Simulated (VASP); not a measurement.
# Si3N4 (P6_3/m) in VASP: settings compared, part 3 of 3

VASP 6.6.1. Earlier steps stand in the parts before.

## (5) Electric field gradients, PBE

File INCAR:

```
PREC = Accurate
ENCUT = 520
EDIFF = 1E-8
ISMEAR = -1
SIGMA = 0.02
LREAL = F
LASPH = T
NELM = 80
ALGO = Normal
ISIF = 2
LWAVE = F
LCHARG = F
GGA = PE
LEFG = T
NBANDS = 45
```

File KPOINTS:

```
Automatic mesh
0
Gamma
  4 4 9
```

File POSCAR:

```
Si3N4
1.0
    7.6170000000      0.0000000000      0.0000000000
   -3.8085000000      6.5965155006      0.0000000000
    0.0000000000      0.0000000000      2.9134000000
Si N
6 8
Direct
    0.1784000000      0.7749000000      0.2500000000
    0.4035000000      0.1784000000      0.7500000000
    0.2251000000      0.4035000000      0.2500000000
    0.8216000000      0.2251000000      0.7500000000
    0.5965000000      0.8216000000      0.2500000000
    0.7749000000      0.5965000000      0.7500000000
    0.3333333333      0.6666666667      0.2500000000
    0.6666666667      0.3333333333      0.7500000000
    0.3359000000      0.0328000000      0.2500000000
    0.3031000000      0.3359000000      0.7500000000
    0.9672000000      0.3031000000      0.2500000000
    0.6641000000      0.9672000000      0.7500000000
    0.6969000000      0.6641000000      0.2500000000
    0.0328000000      0.6969000000      0.7500000000
```

Potentials or basis: VASP PAW PBE potentials, release 64 (Si, N).

Command:

```sh
cat potpaw_PBE.64/Si/POTCAR potpaw_PBE.64/N/POTCAR > POTCAR
mpirun -np 1 vasp_std > vasp.out
```

OUTCAR:

```text
PREC = Accurate
   ENCUT = 520
   EDIFF = 1E-8
   ISMEAR = -1
   LREAL = F
   LASPH = T
   NELM = 80
   ISIF = 2
   GGA = PE

 ion  position               nearest neighbor table
   1  0.178  0.775  0.250-   9 1.72   7 1.75  14 1.75  14 1.75   3 3.02   5 3.02   2 3.04   2 3.04
                             6 3.04   6 3.04
   2  0.404  0.178  0.750-  10 1.72   8 1.75   9 1.75   9 1.75   6 3.02   4 3.02   1 3.04   1 3.04
                             3 3.04   3 3.04
   3  0.225  0.404  0.250-  11 1.72   7 1.75  10 1.75  10 1.75   5 3.02   1 3.02   2 3.04   2 3.04
                             4 3.04   4 3.04
   4  0.822  0.225  0.750-  12 1.72   8 1.75  11 1.75  11 1.75   6 3.02   2 3.02   5 3.04   5 3.04
                             3 3.04   3 3.04
   5  0.596  0.822  0.250-  13 1.72   7 1.75  12 1.75  12 1.75   3 3.02   1 3.02   4 3.04   4 3.04
                             6 3.04   6 3.04
   6  0.775  0.596  0.750-  14 1.72   8 1.75  13 1.75  13 1.75   2 3.02   4 3.02   5 3.04   5 3.04
                             1 3.04   1 3.04
   7  0.333  0.667  0.250-   1 1.75   5 1.75   3 1.75
   8  0.667  0.333  0.750-   4 1.75   2 1.75   6 1.75
[... 1235 lines left out ...]
   7      24.526    24.525   -49.051       0.000
   8      24.526    24.525   -49.051       0.000
   9      26.041    19.979   -46.021       0.132
  10      26.042    19.979   -46.021       0.132
  11      26.042    19.979   -46.021       0.132
  12      26.041    19.979   -46.021       0.132
  13      26.042    19.979   -46.021       0.132
  14      26.042    19.979   -46.021       0.132
----------------------------------------------------------------------

           NMR quadrupolar parameters

 Cq : quadrupolar parameter    Cq=e*Q*V_zz/h
 eta: asymmetry parameters     (V_yy - V_xx)/ V_zz
 Q  : nuclear electric quadrupole moment in mb (millibarn)
----------------------------------------------------------------------
 ion       Cq(MHz)       eta       Q (mb)
----------------------------------------------------------------------
   1      -0.015       0.333       1.000
   2      -0.015       0.333       1.000
   3      -0.015       0.333       1.000
   4      -0.015       0.333       1.000
   5      -0.015       0.333       1.000
   6      -0.015       0.333       1.000
   7      -0.119       0.000       1.000
   8      -0.119       0.000       1.000
   9      -0.111       0.132       1.000
  10      -0.111       0.132       1.000
  11      -0.111       0.132       1.000
  12      -0.111       0.132       1.000
  13      -0.111       0.132       1.000
  14      -0.111       0.132       1.000
----------------------------------------------------------------------
```

stdout:

```text
POSCAR found type information on POSCAR SiN
 POSCAR found :  2 types and      14 ions
 scaLAPACK will be used
 LDA part: xc-table for (Slater+PW92), standard interpolation
 POSCAR, INCAR and KPOINTS ok, starting setup
 FFT: planning ... GRIDC
 FFT: planning ... GRID_SOFT
 FFT: planning ... GRID
 WAVECAR not read
 entering main loop
ion   1

ion   2

ion   3

ion   4

ion   5

ion   6

ion   7

ion   8

ion   9

ion  10

ion  11

ion  12

ion  13

ion  14
```

It took 3.4 min on 1 thread of Intel Xeon 8259CL, shared host; peak memory 0.32 GiB.

What came out:

```
Free energy                             : -114.3431 eV
Pressure                                : 4.1 GPa
Largest force                           : 1.174 eV/Å
Band gap on the k mesh                  : 4.13 eV
Largest electric field gradient by atom : Si -6.0; N -49.1, -46.0 (each value once) V/Å²
```

Forces in eV/Å, atoms in the order of the input:
```
Si   0.639 -0.985  0.000
Si   1.173  0.061  0.000
Si   0.534  1.046  0.000
Si  -0.639  0.985  0.000
Si  -1.173 -0.061  0.000
Si  -0.534 -1.046  0.000
N    0.000  0.000  0.000
N    0.000  0.000  0.000
N   -0.652  0.332  0.000
N   -0.614 -0.398  0.000
N    0.038 -0.731  0.000
N    0.652 -0.332  0.000
N    0.614  0.398  0.000
N   -0.038  0.731  0.000
```

Levels at points of the mesh, in eV from the valence-band top:
```
           k point  band 28  band 29  band 30  band 31  band 32  band 33  band 34  band 35  band 36  band 37
(0.00, 0.00, 0.00)    -1.37    -1.37    -0.59    -0.28     0.00     4.13     4.42     4.72     4.72     4.99
(0.50, 0.00, 0.00)    -1.82    -1.52    -0.95    -0.15    -0.06     4.43     4.51     4.66     5.09     5.41
```

Electric field gradients, principal values (V/Å²):
| atom | least | middle | greatest (by size) |
| --- | --- | --- | --- |
| 1 Si | 2.005 | 4.005 | -6.011 |
| 2 Si | 2.005 | 4.005 | -6.011 |
| 3 Si | 2.005 | 4.006 | -6.011 |
| 4 Si | 2.005 | 4.005 | -6.011 |
| 5 Si | 2.005 | 4.005 | -6.011 |
| 6 Si | 2.005 | 4.006 | -6.011 |
| 7 N | 24.525 | 24.526 | -49.051 |
| 8 N | 24.525 | 24.526 | -49.051 |
| 9 N | 19.979 | 26.041 | -46.021 |
| 10 N | 19.979 | 26.042 | -46.021 |
| 11 N | 19.979 | 26.042 | -46.021 |
| 12 N | 19.979 | 26.041 | -46.021 |
| 13 N | 19.979 | 26.042 | -46.021 |
| 14 N | 19.979 | 26.042 | -46.021 |

Caveat: the cell stands under pressure; without QUAD_EFG the Cq values of the log hold for a quadrupole moment of 1 mb, not for the nuclei; an odd mesh through Γ misses points on the zone boundary, where band edges can lie; forces of over 1 eV/Å act on the atoms, so gaps and moduli don't describe the material at rest. A hybrid or GW would open this gap; PBE tends to underestimate it.

## (6) Electric field gradients, r2SCAN

File POSCAR:

```
Si3N4
1.0
    7.6170000000      0.0000000000      0.0000000000
   -3.8085000000      6.5965155006      0.0000000000
    0.0000000000      0.0000000000      2.9134000000
Si N
6 8
Direct
    0.1740483648      0.7679428879      0.2500000000
    0.4061054770      0.1740483648      0.7500000000
    0.2320571121      0.4061054770      0.2500000000
    0.8259516352      0.2320571121      0.7500000000
    0.5938945230      0.8259516352      0.2500000000
    0.7679428879      0.5938945230      0.7500000000
    0.3333333333      0.6666666667      0.2500000000
    0.6666666667      0.3333333333      0.7500000000
    0.3297879504      0.0300001268      0.2500000000
    0.2997878236      0.3297879504      0.7500000000
    0.9699998732      0.2997878236      0.2500000000
    0.6702120496      0.9699998732      0.7500000000
    0.7002121764      0.6702120496      0.2500000000
    0.0300001268      0.7002121764      0.7500000000
```

File INCAR.step1:

```
SYSTEM = Si3N4
PREC = Accurate
ENCUT = 520
ISMEAR = -1
SIGMA = 0.02
LREAL = .False.
LASPH = .True.
NELM = 60
NBANDS = 45
GGA = PE
ALGO = Normal
EDIFF = 1E-4
LWAVE = .True.
LCHARG = .False.
```

File INCAR.step2:

```
SYSTEM = Si3N4
PREC = Accurate
ENCUT = 520
EDIFF = 1E-8
ISMEAR = -1
SIGMA = 0.02
LREAL = .False.
LASPH = .True.
NELM = 60
ALGO = Normal
ISIF = 2
LWAVE = .False.
LCHARG = .False.
METAGGA = R2SCAN
LMIXTAU = .True.
LEFG = .True.
NBANDS = 45
ISTART = 1
```

File KPOINTS:

```
regular mesh
0
Gamma
  4 4 9
  0 0 0
```

Potentials or basis: VASP PAW PBE potentials, release 64 (Si, N).

Command:

```sh
cat potpaw_PBE.64/Si/POTCAR potpaw_PBE.64/N/POTCAR > POTCAR
cp INCAR.step1 INCAR
mpirun -np 1 vasp_std > vasp.out
cp INCAR.step2 INCAR
mpirun -np 1 vasp_std > vasp.out
```

OUTCAR:

```text
SYSTEM = Si3N4
   PREC = Accurate
   ENCUT = 520
   EDIFF = 1E-8
   ISMEAR = -1
   LREAL = .False.
   LASPH = .True.
   NELM = 60
   ISIF = 2
   METAGGA = R2SCAN
   ISTART = 1

 ion  position               nearest neighbor table
   1  0.174  0.768  0.250-   7 1.73   9 1.74  14 1.74  14 1.74   3 3.00   5 3.00   6 3.06   6 3.06
                             2 3.06   2 3.06
   2  0.406  0.174  0.750-   8 1.73  10 1.74   9 1.74   9 1.74   6 3.00   4 3.00   1 3.06   1 3.06
                             3 3.06   3 3.06
   3  0.232  0.406  0.250-   7 1.73  11 1.74  10 1.74  10 1.74   5 3.00   1 3.00   4 3.06   4 3.06
                             2 3.06   2 3.06
   4  0.826  0.232  0.750-   8 1.73  12 1.74  11 1.74  11 1.74   6 3.00   2 3.00   3 3.06   3 3.06
                             5 3.06   5 3.06
   5  0.594  0.826  0.250-   7 1.73  13 1.74  12 1.74  12 1.74   3 3.00   1 3.00   4 3.06   4 3.06
                             6 3.06   6 3.06
   6  0.768  0.594  0.750-   8 1.73  14 1.74  13 1.74  13 1.74   2 3.00   4 3.00   1 3.06   1 3.06
                             5 3.06   5 3.06
   7  0.333  0.667  0.250-   3 1.73   5 1.73   1 1.73
   8  0.667  0.333  0.750-   6 1.73   2 1.73   4 1.73
   9  0.330  0.030  0.250-   1 1.74   2 1.74   2 1.74
  10  0.300  0.330  0.750-   2 1.74   3 1.74   3 1.74
  11  0.970  0.300  0.250-   3 1.74   4 1.74   4 1.74
  12  0.670  0.970  0.750-   4 1.74   5 1.74   5 1.74
  13  0.700  0.670  0.250-   5 1.74   6 1.74   6 1.74
  14  0.030  0.700  0.750-   6 1.74   1 1.74   1 1.74

  LATTYP: Found a hexagonal cell.
 ALAT       =     7.6170000000
 C/A-ratio  =     0.3824865433

  Lattice vectors:

 A1 = (   7.6170000000,   0.0000000000,   0.0000000000)
 A2 = (  -3.8085000000,   6.5965155006,   0.0000000000)
 A3 = (   0.0000000000,   0.0000000000,   2.9134000000)

Analysis of symmetry for initial positions (statically):
=====================================================================
 Subroutine PRICEL returns:
 Original cell was already a primitive cell.

 Routine SETGRP: Setting up the symmetry group for a
 hexagonal supercell.

[... 1170 lines left out ...]
 -----------------------------------------------------------------------------------
    total drift:                                0.000000     -0.000000     -0.000000

  FREE ENERGIE OF THE ION-ELECTRON SYSTEM (eV)
  ---------------------------------------------------
  free  energy   TOTEN  =      -144.1592114442 eV

  energy  without entropy=     -144.1592114442  energy(sigma->0) =     -144.15921144

 Electric field gradients (V/A^2)
---------------------------------------------------------------------
 ion       V_xx      V_yy      V_zz      V_xy      V_xz      V_yz
---------------------------------------------------------------------
   1      -3.463     7.457    -3.993     5.361    -0.000     0.000
   2       0.084     3.910    -3.994    -7.409    -0.000     0.000
   3       9.370    -5.376    -3.994     2.048    -0.000     0.000
   4      -3.463     7.457    -3.993     5.361     0.000    -0.000
   5       0.084     3.910    -3.994    -7.409     0.000    -0.000
   6       9.370    -5.376    -3.994     2.048     0.000    -0.000
   7      23.486    23.487   -46.973     0.000     0.000     0.000
   8      23.486    23.487   -46.973     0.000    -0.000    -0.000
   9     -46.696    20.737    25.959     2.514     0.000    -0.000
  10       1.701   -27.659    25.958   -30.457     0.000    -0.000
  11       6.057   -32.015    25.958    27.942    -0.000     0.000
  12     -46.696    20.737    25.959     2.514    -0.000     0.000
  13       1.701   -27.659    25.958   -30.457    -0.000     0.000
  14       6.057   -32.015    25.958    27.942     0.000    -0.000
---------------------------------------------------------------------

 Electric field gradients after diagonalization (V/A^2)
 (convention: |V_zz| > |V_xx| > |V_yy|)
----------------------------------------------------------------------
 ion       V_xx      V_yy      V_zz     asymmetry (V_yy - V_xx)/ V_zz
----------------------------------------------------------------------
   1      -5.655    -3.993     9.649       0.172
   2      -5.655    -3.994     9.649       0.172
   3      -5.655    -3.994     9.649       0.172
   4      -5.655    -3.993     9.649       0.172
   5      -5.655    -3.994     9.649       0.172
   6      -5.655    -3.994     9.649       0.172
   7      23.487    23.486   -46.973       0.000
   8      23.487    23.486   -46.973       0.000
   9      25.959    20.830   -46.789       0.110
  10      25.958    20.831   -46.789       0.110
  11      25.958    20.831   -46.789       0.110
  12      25.959    20.830   -46.789       0.110
  13      25.958    20.831   -46.789       0.110
  14      25.958    20.831   -46.789       0.110
----------------------------------------------------------------------

           NMR quadrupolar parameters

 Cq : quadrupolar parameter    Cq=e*Q*V_zz/h
 eta: asymmetry parameters     (V_yy - V_xx)/ V_zz
 Q  : nuclear electric quadrupole moment in mb (millibarn)
----------------------------------------------------------------------
 ion       Cq(MHz)       eta       Q (mb)
----------------------------------------------------------------------
   1       0.023       0.172       1.000
   2       0.023       0.172       1.000
   3       0.023       0.172       1.000
   4       0.023       0.172       1.000
   5       0.023       0.172       1.000
   6       0.023       0.172       1.000
   7      -0.114       0.000       1.000
   8      -0.114       0.000       1.000
   9      -0.113       0.110       1.000
  10      -0.113       0.110       1.000
  11      -0.113       0.110       1.000
  12      -0.113       0.110       1.000
  13      -0.113       0.110       1.000
  14      -0.113       0.110       1.000
----------------------------------------------------------------------
```

OUTCAR.step1:

```text
SYSTEM = Si3N4
   PREC = Accurate
   ENCUT = 520
   ISMEAR = -1
   LREAL = .False.
   LASPH = .True.
[... 1211 lines left out ...]
      1.41076      6.39862      2.18505         0.001430      0.002012      0.000000
      2.78101      4.42106      0.72835        -0.001028      0.002244      0.000000
     -2.43825      4.61896      2.18505        -0.002458      0.000232     -0.000000
 -----------------------------------------------------------------------------------
    total drift:                                0.000000     -0.000000     -0.000000

  FREE ENERGIE OF THE ION-ELECTRON SYSTEM (eV)
  ---------------------------------------------------
  free  energy   TOTEN  =      -114.5162835665 eV

  energy  without entropy=     -114.5162835665  energy(sigma->0) =     -114.51628357
```

OSZICAR.step1:

```text
N       E                     dE             d eps       ncg     rms          rms(c)
DAV:   1     0.290759057093E+03    0.29076E+03   -0.31698E+04  1800   0.132E+03
DAV:   2    -0.107152219746E+03   -0.39791E+03   -0.37796E+03  2315   0.280E+02
DAV:   3    -0.130823979714E+03   -0.23672E+02   -0.23509E+02  2280   0.718E+01
DAV:   4    -0.131199153855E+03   -0.37517E+00   -0.37384E+00  2272   0.972E+00
DAV:   5    -0.131208045024E+03   -0.88912E-02   -0.88819E-02  2224   0.143E+00    0.294E+01
DAV:   6    -0.114633080292E+03    0.16575E+02   -0.58563E+01  2158   0.308E+01    0.131E+01
DAV:   7    -0.114559855076E+03    0.73225E-01   -0.31407E+00  2296   0.726E+00    0.627E+00
DAV:   8    -0.114514428242E+03    0.45427E-01   -0.17220E-01  2139   0.201E+00    0.217E+00
DAV:   9    -0.114513627650E+03    0.80059E-03   -0.39128E-02  2304   0.103E+00    0.312E-01
DAV:  10    -0.114515521993E+03   -0.18943E-02   -0.38436E-03  2064   0.273E-01    0.175E-01
DAV:  11    -0.114516249957E+03   -0.72796E-03   -0.94891E-04  2067   0.158E-01    0.278E-02
DAV:  12    -0.114516283566E+03   -0.33609E-04   -0.45418E-05  1576   0.384E-02
   1 F= -.11451628E+03 E0= -.11451628E+03  d E =-.239457E-11
```

Run time: 9.3 min. Hardware: 1 thread of Intel Xeon 8259CL, shared host; peak memory 0.36 GiB.

What came out:

| Item | Value |
| --- | --- |
| Free energy | -144.1592 eV |
| Pressure | -1.8 GPa |
| Largest force | 0.052 eV/Å |
| Band gap on the k mesh | 4.97 eV (least direct gap 5.16 eV) |
| Largest electric field gradient by atom | Si +9.6; N -47.0, -46.8 (each value once) V/Å² |

Forces in eV/Å, atoms in the order of the input:
```
Si   0.018  0.049  0.000
Si  -0.034  0.040  0.000
Si  -0.052 -0.009  0.000
Si  -0.018 -0.049  0.000
Si   0.034 -0.040  0.000
Si   0.052  0.009  0.000
N    0.000  0.000  0.000
N    0.000  0.000  0.000
N    0.008  0.036  0.000
N   -0.027  0.025  0.000
N   -0.035 -0.011  0.000
N   -0.008 -0.036  0.000
N    0.027 -0.025  0.000
N    0.035  0.011  0.000
```

Stress tensor (GPa, compression positive):
```
-1.56  0.00  0.00
 0.00 -1.56  0.00
 0.00  0.00 -2.29
```

Electric field gradients, principal values (V/Å²):
| atom | least | middle | greatest (by size) |
| --- | --- | --- | --- |
| 1 Si | -3.993 | -5.655 | 9.649 |
| 2 Si | -3.994 | -5.655 | 9.649 |
| 3 Si | -3.994 | -5.655 | 9.649 |
| 4 Si | -3.993 | -5.655 | 9.649 |
| 5 Si | -3.994 | -5.655 | 9.649 |
| 6 Si | -3.994 | -5.655 | 9.649 |
| 7 N | 23.486 | 23.487 | -46.973 |
| 8 N | 23.486 | 23.487 | -46.973 |
| 9 N | 20.830 | 25.959 | -46.789 |
| 10 N | 20.831 | 25.958 | -46.789 |
| 11 N | 20.831 | 25.958 | -46.789 |
| 12 N | 20.830 | 25.959 | -46.789 |
| 13 N | 20.831 | 25.958 | -46.789 |
| 14 N | 20.831 | 25.958 | -46.789 |

Caveat: without QUAD_EFG the Cq values of the log hold for a quadrupole moment of 1 mb, not for the nuclei; the PAW data sets were made with another functional, which shifts forces and pressure a little; an odd mesh through Γ misses points on the zone boundary, where band edges can lie.

## (7) The runs side by side

| level | potentials or basis | cell | smearing | gap on the mesh (eV) | pressure (GPa) | largest force (eV/Å) |
| --- | --- | --- | --- | --- | --- | --- |
| PBE | VASP PAW PBE potentials, release 64 (Si, N) | as given, atomic positions A | fermi-dirac 0.02 eV | 4.13 | 4.1 | 1.17 |
| LDA | VASP PAW LDA potentials, release 64 (Si, N) | as given, atomic positions A | fermi-dirac 0.02 eV | 3.96 | -4.0 | 1.20 |
| PBE+D3(BJ) | VASP PAW PBE potentials, release 64 (Si, N) | as given, atomic positions A | tetrahedron | 4.13 | 0.1 | 1.19 |
| r2SCAN | VASP PAW PBE potentials, release 64 (Si, N) | as given, atomic positions B | fermi-dirac 0.02 eV | 4.97 | -1.8 | 0.05 |

Alike in all rows: task electric field gradients; no spin polarisation; k mesh 4 × 4 × 9; cutoff (eV) 520.

Caveats: an odd mesh through Γ misses points on the zone boundary, where band edges can lie; forces of over 1 eV/Å act on the atoms, so gaps and moduli don't describe the material at rest (at least some runs); the cell stands under pressure (at least some runs); the cell stands under tension (at least some runs); three body term missing (at least some runs); the PAW data sets were made with another functional, which shifts forces and pressure a little (at least some runs).

Total energies depend on the potentials used, so only differences within one code and one set of settings carry meaning.
